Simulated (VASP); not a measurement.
Input of a VASP 6.6.1 run:

File INCAR:

```
ALGO = Normal ; EDIFF = 1E-6
ENCUT = 520 ; GGA = PE
ISIF = 2 ; ISMEAR = 0
ISPIN = 2 ; LASPH = True
LCHARG = False ; LMAXMIX = 4
LORBIT = 11 ; LREAL = False
LWAVE = False ; MAGMOM = 1 1
NBANDS = 24 ; NELM = 150
PREC = Accurate ; SIGMA = 0.05
```

The input KPOINTS:

```
k-points
0
Gamma
  8 8 4
```

POSCAR

```
V
1.0
    2.6154241414      0.0000000000      0.0000000000
   -1.3077120707      2.2650237482      0.0000000000
    0.0000000000      0.0000000000      4.6806337378
V
2
Direct
    0.3333333333      0.6666666667      0.7500000000
    0.6666666667      0.3333333333      0.2500000000
```

Potentials or basis: VASP PAW PBE potentials, release 64 (V_sv).

Run with:

```sh
$ cat potpaw_PBE.64/V_sv/POTCAR > POTCAR
$ mpirun -np 1 vasp_std > vasp.out
```

Problem. Estimate the band gap on the k mesh.

Solution. Zero (filled and empty bands overlap).

Problem. Estimate the net moment.

Solution. 0.00 μB per cell.

Problem. Predict the pressure.

Solution. 0.1 GPa.

Stress tensor (GPa, compression positive):
```
0.05 0.00 0.00
0.00 0.05 0.00
0.00 0.00 0.22
```
